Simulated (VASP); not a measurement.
# MgS (Fm-3m) in VASP: further runs

The runs below take MgS through density of states, vibrations by perturbation theory, elastic constants, with PBE.

All numbers are computed with VASP 6.6.1; they aren't measurements. Logs are shortened: lines on timing, memory, paths and dates and some standing lists are left out, and cuts for length are marked.

## 1. The cell of the first run

The structure is cubic, space group Fm-3m (No. 225). The conventional cell has a = 5.229 Å, b = 5.229 Å, c = 5.229 Å, α = 90.00°, β = 90.00°, γ = 90.00°. Within 3.4 Å of Mg (site symmetry m-3m) lie 6 S at 2.61 Å. Within 3.4 Å of S (site symmetry m-3m) lie 6 Mg at 2.61 Å.

## 2. Density of states, PBE

The input, POSCAR:

```
MgS
1.0
    0.0000000000      2.6147247329      2.6147247329
    2.6147247329      0.0000000000      2.6147247329
    2.6147247329      2.6147247329      0.0000000000
Mg S
1 1
Direct
    0.5000000000      0.5000000000      0.5000000000
    0.0000000000      0.0000000000      0.0000000000
```

The input, INCAR.step1:

```
SYSTEM = MgS
ALGO = Normal ; EDIFF = 1E-6
ENCUT = 520 ; GGA = PE
ISIF = 2 ; ISMEAR = 0
LASPH = .TRUE. ; LCHARG = .TRUE.
LREAL = .FALSE. ; LWAVE = .FALSE.
NBANDS = 11 ; NELM = 100
PREC = Accurate ; SIGMA = 0.02
```

The input, KPOINTS.step1:

```
k-points
0
G
  8 8 8
  0 0 0
```

The input, INCAR.step2:

```
SYSTEM = MgS
ALGO = Normal ; EDIFF = 1E-6
ENCUT = 520 ; GGA = PE
ICHARG = 11 ; ISIF = 2
ISMEAR = -5 ; LASPH = .TRUE.
LCHARG = .FALSE. ; LORBIT = 10
LREAL = .FALSE. ; LWAVE = .FALSE.
NEDOS = 2001 ; NELM = 100
PREC = Accurate ; SIGMA = 0.02
```

The input, KPOINTS.step2:

```
k-points
0
G
  12 12 12
  0 0 0
```

Potentials or basis: VASP PAW PBE potentials, release 64 (Mg, S).

Launch:

```bash
cat potpaw_PBE.64/Mg/POTCAR potpaw_PBE.64/S/POTCAR > POTCAR
cp INCAR.step1 INCAR
cp KPOINTS.step1 KPOINTS
mpirun -np 1 vasp_std > vasp.out
cp INCAR.step2 INCAR
cp KPOINTS.step2 KPOINTS
mpirun -np 1 vasp_std > vasp.out
```

OUTCAR:

```text
SYSTEM = MgS
   EDIFF = 1E-6
   ENCUT = 520
   GGA = PE
   ICHARG = 11
   ISIF = 2
   ISMEAR = -5
   LASPH = .TRUE.
   LORBIT = 10
   LREAL = .FALSE.
   NELM = 100
   PREC = Accurate

 ion  position               nearest neighbor table
   1  0.500  0.500  0.500-   2 2.61   2 2.61   2 2.61   2 2.61   2 2.61   2 2.61
   2  0.000  0.000  0.000-   1 2.61   1 2.61   1 2.61   1 2.61   1 2.61   1 2.61

  LATTYP: Found a face centered cubic cell.
 ALAT       =     5.2294494658

  Lattice vectors:

 A1 = (   0.0000000000,   2.6147247329,   2.6147247329)
 A2 = (   2.6147247329,   0.0000000000,   2.6147247329)
 A3 = (   2.6147247329,   2.6147247329,   0.0000000000)

Analysis of symmetry for initial positions (statically):
[... 33 lines left out ...]
                                     Primitive cell

  volume of cell :      35.7526

  direct lattice vectors                    reciprocal lattice vectors
     0.000000000  2.614724733  2.614724733    -0.191224718  0.191224718  0.191224718
     2.614724733  0.000000000  2.614724733     0.191224718 -0.191224718  0.191224718
     2.614724733  2.614724733  0.000000000     0.191224718  0.191224718 -0.191224718

  length of vectors
     3.697779179  3.697779179  3.697779179     0.331210927  0.331210927  0.331210927

  position of ions in fractional coordinates (direct lattice)
     0.500000000  0.500000000  0.500000000
     0.000000000  0.000000000  0.000000000

  ion indices of the primitive-cell ions
   primitive index   ion index
                 1           1
                 2           2

----------------------------------------------------------------------------------------

 KPOINTS: k-points

Automatic generation of k-mesh.
 Grid dimensions read from file:
 generate k-points for:   12   12   12

 Generating k-lattice:

  Cartesian coordinates                     Fractional coordinates (reciprocal lattice)
    -0.015935393  0.015935393  0.015935393     0.083333333  0.000000000  0.000000000
     0.015935393 -0.015935393  0.015935393     0.000000000  0.083333333  0.000000000
     0.015935393  0.015935393 -0.015935393     0.000000000  0.000000000  0.083333333

  Length of vectors
     0.027600911  0.027600911  0.027600911

  Shift w.r.t. Gamma in fractional coordinates (k-lattice)
     0.000000000  0.000000000  0.000000000

 TETIRR: Found    247 inequivalent tetrahedra from    10368

 Subroutine IBZKPT returns following result:
 ===========================================

 Found     72 irreducible k-points:

 Following reciprocal coordinates:
            Coordinates               Weight
  0.000000  0.000000  0.000000      1.000000
  0.083333  0.000000  0.000000      8.000000
  0.166667  0.000000  0.000000      8.000000
  0.250000  0.000000  0.000000      8.000000
  0.333333  0.000000  0.000000      8.000000
  0.416667  0.000000  0.000000      8.000000
[... 16 lines left out ...]
  0.500000  0.166667  0.000000     24.000000
 -0.416667  0.166667  0.000000     24.000000
 [... further k-points ...]
   k-points           NKPTS =     72   k-points in BZ     NKDIM =     72   number of bands    NBANDS=      8
   number of dos      NEDOS =   2001   number of ions     NIONS =      2
   total plane-waves  NPLWV =  21952
   dimension x,y,z NGX =    28 NGY =   28 NGZ =   28
   dimension x,y,z NGXF=    56 NGYF=   56 NGZF=   56
   ions per type =               1   1
   NGX,Y,Z   is equivalent  to a cutoff of  12.59, 12.59, 12.59 a.u.
   NGXF,Y,Z  is equivalent  to a cutoff of  25.18, 25.18, 25.18 a.u.
 SYSTEM =  MgS
   PREC   = accura    normal or accurate (medium, high low for compatibility)
   ISTART =      0    job   : 0-new  1-cont  2-samecut
   ICHARG =     11    charge: 1-file 2-atom 10-const
   ISPIN  =      1    spin polarized calculation?
   LNONCOLLINEAR =      F non collinear calculations
   LSORBIT =      F    spin-orbit coupling
   LASPH  =      T    aspherical Exc in radial PAW
   ENCUT  =  520.0 eV  38.22 Ry    6.18 a.u.   6.88  6.88  6.88*2*pi/ulx,y,z
   NELM   =    100;   NELMIN=  2; NELMDL=  0     # of ELM steps
   EDIFF  = 0.1E-05   stopping-criterion for ELM
   LREAL  =      F    real-space projection
   EDIFFG = 0.1E-04   stopping-criterion for IOM
   NSW    =      0    number of steps for IOM
   IBRION =     -1    ionic relax: 0-MD 1-quasi-New 2-CG
   NFREE  =      0    steps in history (QN), initial steepest desc. (CG)
   ISIF   =      2    stress and relaxation
   ISYM   =      2    0-nonsym 1-usesym 2-fastsym
   POTIM  = 0.5000    time-step for ionic-motion
   TEBEG  =    0.0;   TEEND  =   0.0 temperature during run
   PSTRESS=    0.0 pullay stress
   NELECT =       8.0000    total number of electrons
   NUPDOWN=      -1.0000    fix difference up-down
   EMIN   =  10.00;   EMAX   =-10.00  energy-range for DOS
   EFERMI =   0.00;   METHOD = LEGACY
   ISMEAR =    -5;   SIGMA  =   0.02  broadening in eV -4-tet -1-fermi 0-gaus
   EFERMI_NEDOS =   21; number of points for ismear=-14 and -15
   IALGO  =     38    algorithm
   IMIX   =      4    mixing-type and parameters
     AMIX     =   0.40;   BMIX     =  1.00
     AMIX_MAG =   1.60;   BMIX_MAG =  1.00
  volume/ion in A,a.u.               =      17.88       120.64
  Fermi-wavevector in a.u.,A,eV,Ry     =   0.993884  1.878168 13.439897  0.987805
  Thomas-Fermi vector in A             =   2.125796
   LORBIT       =     10    0 simple, 1 ext, 2 COOP (PROOUT), +10 PAW based schemes
   GGA     = PE    functional components
   LHFCALC =     F    Hartree Fock is set to
   AEXX    =    0.0000 exact exchange contribution
   IVDW    =     0    specifies the selected vdW correction
   LEPSILON=     F    determine dielectric tensor
   LRPA    =     F    only Hartree local field effects (RPA)
 non-spin polarized calculation
 Fermi weights with tetrahedron method with Bloechl corrections
  energy-cutoff  :      520.00
  volume of cell :       35.75
 maximum number of plane-waves:       982

 number of electron       8.0000000 magnetization

 Free energy of the ion-electron system (eV)
  ---------------------------------------------------
  ext. energy  EPLUGINS =         0.00000000
  ---------------------------------------------------
  free energy    TOTEN  =        -8.50315013 eV

  energy without entropy =       -8.50315013  energy(sigma->0) =       -8.50315013

 E-fermi :   3.5950     XC(G=0):  -9.6263

 val. band max:        3.5921806431   @ k =   0.0000   0.0000   0.0000
 cond. band min:       6.3347860716   @ k =   0.5000   0.5000   0.0000
 fundamental gap:      2.7426054285
 Fermi energy:         3.5949529947

 k-point     1 :       0.0000    0.0000    0.0000
  band No.  band energies     occupation
      1      -8.9900      2.00000
      2       3.5922      2.00000
      3       3.5922      2.00000
      4       3.5922      2.00000
      5       7.1847      0.00000
      6      11.5557      0.00000
      7      11.5557      0.00000
      8      11.5557      0.00000

 k-point     2 :       0.0833    0.0000    0.0000
  band No.  band energies     occupation
      1      -8.9237      2.00000
      2       3.0673      2.00000
      3       3.5467      2.00000
      4       3.5467      2.00000
      5       7.6221      0.00000
      6      11.3499      0.00000
      7      11.6893      0.00000
      8      11.6893      0.00000

 k-point     3 :       0.1667    0.0000    0.0000
  band No.  band energies     occupation
      1      -8.7329      2.00000
      2       1.9818      2.00000
      3       3.4288      2.00000
      4       3.4288      2.00000
      5       8.3020      0.00000
      6      11.2272      0.00000
      7      11.8013      0.00000
      8      11.8013      0.00000

 k-point     4 :       0.2500    0.0000    0.0000
  band No.  band energies     occupation
      1      -8.4448      2.00000
      2       0.8228      2.00000
      3       3.2807      2.00000
      4       3.2807      2.00000
      5       8.4944      0.00000
      6      11.3952      0.00000
      7      11.3952      0.00000
      8      11.8118      0.00000

 k-point     5 :       0.3333    0.0000    0.0000
  band No.  band energies     occupation
      1      -8.1147      2.00000
      2      -0.1903      2.00000
      3       3.1452      2.00000
      4       3.1452      2.00000
      5       8.3421      0.00000
      6      10.9128      0.00000
      7      10.9128      0.00000
      8      12.7996      0.00000

 k-point     6 :       0.4167    0.0000    0.0000
  band No.  band energies     occupation
      1      -7.8356      2.00000
      2      -0.8987      2.00000
      3       3.0526      2.00000
      4       3.0526      2.00000
      5       8.1798      0.00000
      6      10.5917      0.00000
      7      10.5917      0.00000
      8      13.4282      0.00000

 k-point     7 :       0.5000    0.0000    0.0000
  band No.  band energies     occupation
      1      -7.7228      2.00000
      2      -1.1574      2.00000
      3       3.0200      2.00000
      4       3.0200      2.00000
      5       8.1186      0.00000
      6      10.4814      0.00000
      7      10.4814      0.00000
      8      13.5408      0.00000
[... 133 lines left out ...]
 k-point    20 :       0.2500    0.1667    0.0000
  band No.  band energies     occupation
      1      -8.4371      2.00000
      2       1.3431      2.00000
      3       2.8753      2.00000
      4       2.8816      2.00000
      5       9.0105      0.00000
      6       9.8919      0.00000
      7      11.0752      0.00000
      8      12.8334      0.00000

 k-point    21 :       0.3333    0.1667    0.0000
  band No.  band energies     occupation
      1      -8.1513      2.00000
      2       0.4751      2.00000
      3       2.6170      2.00000
      4       2.7304      2.00000
      5       8.8504      0.00000
      6      10.1400      0.00000
      7      11.0370      0.00000
      8      12.4063      0.00000

 k-point    22 :       0.4167    0.1667    0.0000
  band No.  band energies     occupation
      1      -7.8562      2.00000
      2      -0.2811      2.00000
      3       2.3088      2.00000
      4       2.6673      2.00000
      5       8.6758      0.00000
      6      10.1323      0.00000
      7      11.8192      0.00000
      8      11.8765      0.00000

 k-point    23 :       0.5000    0.1667    0.0000
  band No.  band energies     occupation
      1      -7.6470      2.00000
      2      -0.7533      2.00000
      3       2.0416      2.00000
      4       2.6959      2.00000
      5       8.6687      0.00000
      6      10.0204      0.00000
      7      11.4573      0.00000
      8      12.9444      0.00000

 k-point    24 :      -0.4167    0.1667    0.0000
  band No.  band energies     occupation
      1      -7.6149      2.00000
      2      -0.8172      2.00000
      3       1.8752      2.00000
      4       2.8108      2.00000
      5       8.8554      0.00000
      6       9.9978      0.00000
      7      11.2098      0.00000
      8      13.4710      0.00000

 [... further k-points ...]
[... 5 lines left out ...]
  --------------------------------------------------------------------------------------
  -------------------------------------------------------------------------------------
  Total       -0.0647011     -0.0647011     -0.0647011      0.0000000     -0.0000000     -0.0000000
  in kB       -2.8994392     -2.8994392     -2.8994392      0.0000000     -0.0000000     -0.0000000
  external PRESSURE =      -2.8994392 kB  Pullay stress =       0.0000000 kB

 VOLUME and BASIS-vectors are now :
 -----------------------------------------------------------------------------
  energy-cutoff  :      520.00
  volume of cell :       35.75
      direct lattice vectors                 reciprocal lattice vectors
     0.000000000  2.614724733  2.614724733    -0.191224718  0.191224718  0.191224718
     2.614724733  0.000000000  2.614724733     0.191224718 -0.191224718  0.191224718
     2.614724733  2.614724733  0.000000000     0.191224718  0.191224718 -0.191224718

 POSITION                                       TOTAL-FORCE (eV/Angst)
 -----------------------------------------------------------------------------------
      2.61472      2.61472      2.61472         0.000000      0.000000     -0.000000
      0.00000      0.00000      0.00000         0.000000     -0.000000      0.000000
 -----------------------------------------------------------------------------------
    total drift:                               -0.000000      0.000000      0.000000

  FREE ENERGIE OF THE ION-ELECTRON SYSTEM (eV)
  ---------------------------------------------------
  free  energy   TOTEN  =        -8.5031501264 eV

  energy  without entropy=       -8.5031501264  energy(sigma->0) =       -8.50315013

 total charge

# of ion       s       p       d       tot
------------------------------------------
    1        0.135   0.124   0.038   0.298
    2        1.314   2.496   0.000   3.809
--------------------------------------------------
tot          1.449   2.620   0.038   4.107
```

Run time: 9.9 s. Hardware: 1 thread of Intel Xeon 6975P-C (Granite Rapids), shared host; peak memory 0.16 GiB.

What came out:

| Quantity | Value |
| --- | --- |
| Valence electrons inside the program's atomic spheres | Mg 0.30; S 3.81 |

Levels at points of the mesh, in eV from the valence-band top:
```csv
k point,band 1,band 2,band 3,band 4,band 5,band 6,band 7,band 8
"(0.00, 0.00, 0.00)",-12.58,0.00,0.00,0.00,3.59,7.96,7.96,7.96
"(0.50, 0.00, 0.00)",-11.32,-4.75,-0.57,-0.57,4.53,6.89,6.89,9.95
"(0.50, 0.50, 0.00)",-10.96,-4.11,-1.65,-1.65,2.74,4.44,11.86,12.78
```

## 3. Vibrations by perturbation theory, PBE

The input, INCAR:

```
PREC = Accurate
ENCUT = 520
EDIFF = 1E-8
ISMEAR = 0
SIGMA = 0.01
LREAL = F
LASPH = T
NELM = 100
ALGO = Normal
ISIF = 2
LWAVE = F
LCHARG = F
GGA = PE
NBANDS = 11
IBRION = 8
NSW = 1
LEPSILON = T
```

The input, KPOINTS:

```
regular mesh
0
Gamma
  8 8 8
```

The input, POSCAR:

```
MgS
1.0
    0.0000000000      2.6148795105      2.6148795105
    2.6148795105      0.0000000000      2.6148795105
    2.6148795105      2.6148795105      0.0000000000
Mg S
1 1
Direct
    0.5000000000      0.5000000000      0.5000000000
    0.0000000000      0.0000000000      0.0000000000
```

Potentials or basis: VASP PAW PBE potentials, release 64 (Mg, S).

Launch:

```bash
cat potpaw_PBE.64/Mg/POTCAR potpaw_PBE.64/S/POTCAR > POTCAR
mpirun -np 1 vasp_std > vasp.out
```

OUTCAR:

```text
PREC = Accurate
   ENCUT = 520
   EDIFF = 1E-8
   ISMEAR = 0
   LREAL = F
   LASPH = T
   NELM = 100
   ISIF = 2
   GGA = PE
   IBRION = 8
   NSW = 1
   LEPSILON = T

 ion  position               nearest neighbor table
   1  0.500  0.500  0.500-   2 2.61   2 2.61   2 2.61   2 2.61   2 2.61   2 2.61
   2  0.000  0.000  0.000-   1 2.61   1 2.61   1 2.61   1 2.61   1 2.61   1 2.61

  LATTYP: Found a face centered cubic cell.
[... 665 lines left out ...]
      0.000000  0.000000  0.000000    -0.000000    0.000000   -0.656844
[... 21 lines left out ...]
   6 f/i=    0.001910 THz     0.012002 2PiTHz    0.063716 cm-1     0.007900 meV
             X         Y         Z           dx          dy          dz
      2.614880  2.614880  2.614880     0.244453   -0.417662    0.444122
      0.000000  0.000000  0.000000     0.280622   -0.479457    0.509832

--------------------------------------------------------------------------------------------------------

 MACROSCOPIC STATIC DIELECTRIC TENSOR IONIC CONTRIBUTION
 ------------------------------------------------------
          10.895898     0.000000    -0.000000
           0.000000    10.895898    -0.000000
          -0.000000    -0.000000    10.895898
 ------------------------------------------------------

 ELASTIC MODULI CONTR FROM IONIC RELAXATION (kBar)
 Direction    XX          YY          ZZ          XY          YZ          ZX
 --------------------------------------------------------------------------------
 XX           0.0000      0.0000      0.0000      0.0000      0.0000      0.0000
 YY           0.0000      0.0000      0.0000      0.0000      0.0000      0.0000
 ZZ           0.0000      0.0000      0.0000      0.0000      0.0000      0.0000
 XY           0.0000      0.0000      0.0000      0.0000      0.0000      0.0000
 YZ           0.0000      0.0000      0.0000      0.0000      0.0000      0.0000
 ZX           0.0000      0.0000      0.0000      0.0000      0.0000      0.0000
 --------------------------------------------------------------------------------

 PIEZOELECTRIC TENSOR IONIC CONTR  for field in x, y, z        (C/m^2)
          XX          YY          ZZ          XY          YZ          ZX
  --------------------------------------------------------------------------------
  x     0.00000     0.00000     0.00000     0.00000     0.00000     0.00000
  y     0.00000     0.00000     0.00000     0.00000     0.00000     0.00000
  z     0.00000     0.00000     0.00000     0.00000     0.00000     0.00000
```

stdout:

```text
POSCAR found type information on POSCAR MgS
 POSCAR found :  2 types and       2 ions
 scaLAPACK will be used
 LDA part: xc-table for (Slater+PW92), standard interpolation
 POSCAR, INCAR and KPOINTS ok, starting setup
 FFT: planning ... GRIDC
 FFT: planning ... GRID_SOFT
 FFT: planning ... GRID
 WAVECAR not read
 entering main loop
[... 23 lines left out ...]
  Direction:   3
 dielectric tensor                  component  3 :     0.243     1.062     5.411
 Linear response DOF=           2
 Linear response progress:
 first order change of Fermi-energy  -0.39843E-04
 force on displaced ion       1 direction 1 :  -2.545   0.000   0.000
 Born effective charge ion    1 direction 1 :   2.337   0.000   0.000
 Linear response progress:
 first order change of Fermi-energy   0.12115E-02
 force on displaced ion       2 direction 1 :  -2.548   0.000   0.000
 Born effective charge ion    2 direction 1 :  -2.347   0.000   0.000
 Born effective charges drift removed
 Linear response finished
```

Run time: 99 s. Hardware: 1 thread of Intel Xeon 6975P-C (Granite Rapids), shared host; peak memory 0.21 GiB.

What came out:

```yaml
Electronic_dielectric_tensor_diagonal: 5.41
Born_charges_mean_of_the_diagonal: Mg +2.34; S -2.34 e
Highest_phonon_frequency_at_Γ_LO-TO_splitting_left_out: 224 cm⁻¹
```

Phonon frequencies in cm⁻¹ (negative: imaginary):
| q point | frequencies |
| --- | --- |
| (0.000, 0.000, 0.000) | 0 0 0 224 224 224 |

Electronic dielectric tensor:
```
5.41 0.00 0.00
0.00 5.41 0.00
0.00 0.00 5.41
```

Born effective charge tensors (e):
atom 1, Mg
```
2.34 0.00 0.00
0.00 2.34 0.00
0.00 0.00 2.34
```
atom 2, S
```
-2.34  0.00  0.00
 0.00 -2.34  0.00
 0.00  0.00 -2.34
```

## 4. Elastic constants, PBE

The input, INCAR:

```
SYSTEM = MgS
  ALGO = Normal
  EDIFF = 1E-8
  ENCUT = 600
  GGA = PE
  IBRION = 6
  ISIF = 3
  ISMEAR = 0
  LASPH = .TRUE.
  LCHARG = .FALSE.
  LREAL = .FALSE.
  LWAVE = .FALSE.
  NELM = 60
  NFREE = 2
  NSW = 1
  POTIM = 0.015
  PREC = Accurate
  SIGMA = 0.01
```

The input, KPOINTS:

```
k-points
0
G
  8 8 8
  0 0 0
```

POSCAR is that of step 3.

Launch:

```bash
cat potpaw_PBE.64/Mg/POTCAR potpaw_PBE.64/S/POTCAR > POTCAR
mpirun -np 1 vasp_std > vasp.out
```

Wall time 2.9 min (1 thread of Intel Xeon 6975P-C (Granite Rapids), shared host); peak memory 0.26 GiB.

It converged, with:

```
Elastic constants C11, C12, C44                         : 139, 42, 54 GPa
Voigt bulk modulus                                      : 74 GPa
Highest phonon frequency at Γ, LO-TO splitting left out : 224 cm⁻¹
```

Phonon frequencies in cm⁻¹ (negative: imaginary):
```
              q point        frequencies
(0.000, 0.000, 0.000)  0 0 0 224 224 224
```

Elastic tensor in Voigt notation (GPa, in the Cartesian axes of the cell as first typed):
```
139  42  42   0   0   0
 42 139  42   0   0   0
 42  42 139   0   0   0
  0   0   0  54   0   0
  0   0   0   0  54   0
  0   0   0   0   0  54
```

Clamped-ion elastic tensor (GPa):
```
139  42  42   0   0   0
 42 139  42   0   0   0
 42  42 139   0   0   0
  0   0   0  54   0   0
  0   0   0   0  54   0
  0   0   0   0   0  54
```
